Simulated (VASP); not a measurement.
LuCd, 2 atoms in the cell. Symmetry: Pm-3m, No. 221, cubic system. The conventional cell has a = 3.609 Å, b = 3.609 Å, c = 3.609 Å, α = 90.00°, β = 90.00°, γ = 90.00°. Lu (site symmetry m-3m) has 8 Cd at 3.13 Å and 6 Lu at 3.61 Å within 4.1 Å. Within 4.1 Å of Cd (site symmetry m-3m) lie 8 Lu at 3.13 Å and 6 Cd at 3.61 Å. 

| Quantity | Value |
| --- | --- |
| Program | VASP 6.6.1 |
| Task | single point |
| Functional | PBEsol |
| Potentials or basis | VASP PAW PBE potentials, release 64 (Lu, Cd) |
| Cutoff | 520 eV |
| k mesh | 10 × 10 × 10 |
| Occupations | fermi-dirac, width 0.08 eV |
| Spin | non-collinear spin, zero start, spin-orbit coupling |
| Starting moments | [[0.0, 0.0, 0.0], [0.0, 0.0, 0.0]] μB |
| Dipole correction | no |
| Further INCAR settings | ALGO = Normal; EDIFF = 1e-06; NBANDS = 49 |

Potentials or basis: VASP PAW PBE potentials, release 64 (Lu, Cd).

Command:

```sh
$ cat potpaw_PBE.64/Lu/POTCAR potpaw_PBE.64/Cd/POTCAR > POTCAR
$ mpirun -np 1 vasp_ncl > vasp.out
```

Hardware: 1 thread of Oxide Virtual Turin-like Processor, with other jobs on the host.

Estimate the wall time of this run.

Wall time 5.8 min on 1 thread of Oxide Virtual Turin-like Processor, with other jobs on the host, peak memory 0.35 GiB. Counts: scf iterations 12, k points 56.
